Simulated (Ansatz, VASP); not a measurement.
TiB2: VASP beside Ansatz

File INCAR:

```
PREC = Accurate ; ENCUT = 520
EDIFF = 1E-8 ; ISMEAR = -1
SIGMA = 0.03 ; LREAL = F
LASPH = T ; NELM = 100
ALGO = Normal ; ISIF = 2
LWAVE = F ; LCHARG = F
GGA = PS ; LEFG = T
NBANDS = 16
```

KPOINTS

```
regular mesh
0
Gamma
  14 14 11
```

POSCAR

```
TiB2
1.0
    3.0690606440      0.0000000000      0.0000000000
   -1.5345303220      2.6578844835      0.0000000000
    0.0000000000      0.0000000000      3.2708838193
Ti B
1 2
Direct
    0.0000000000      0.0000000000      0.0000000000
    0.3333333333      0.6666666667      0.5000000000
    0.6666666667      0.3333333333      0.5000000000
```

Input for Ansatz:

```yaml
crystal:
  lattice:
    - [3.069060644, 0.0, 0.0]
    - [-1.534530322, 2.6578844835, 0.0]
    - [0.0, 0.0, 3.2708838193]
  atoms:
    - { symbol: Ti, position: [0.0, 0.0, 0.0] }
    - { symbol: B, position: [0.3333333333, 0.6666666667, 0.5] }
    - { symbol: B, position: [0.6666666667, 0.3333333333, 0.5] }
kpoints:
  mp_grid: { grid: [14, 14, 11] }
scf:
  occupations: { method: fermi_dirac, width: 0.03 }
hamiltonian:
  xc: pbesol
  pseudopotentials: { kind: all_electron, datasets: crystal }
output:
  forces: true
  stress: true
  eigenvalues: true
  efg: { contact_densities: true }
```

Change from the starting cell: volume scaled by 1.04, crystal datasets.

Alike in both runs: task electric field gradients; functional PBEsol; k mesh 14 × 14 × 11; occupations fermi-dirac, width 0.03 eV; no spin polarisation.

|  | VASP | Ansatz |
| --- | --- | --- |
| version | VASP 6.6.1 | Ansatz 0.2.0 |
| potentials or method | VASP PAW PBE potentials, release 64 (Ti_sv, B), cutoff 520 eV | all-electron PAW with datasets made for the crystal, scalar-relativistic |

```tsv
	VASP	Ansatz	Ansatz less VASP
pressure (GPa)	-13.8	-14.2	-0.34
traceless stress, the component that is largest in VASP (GPa)	-0.49	-0.39	+0.101
size of Vzz on the site where it differs most (V/Å²)	18.1	20.9	+2.77
```

VASP's potentials were made for PBE, not for PBEsol. Ansatz ran all-electron here, and VASP with PAW potentials.
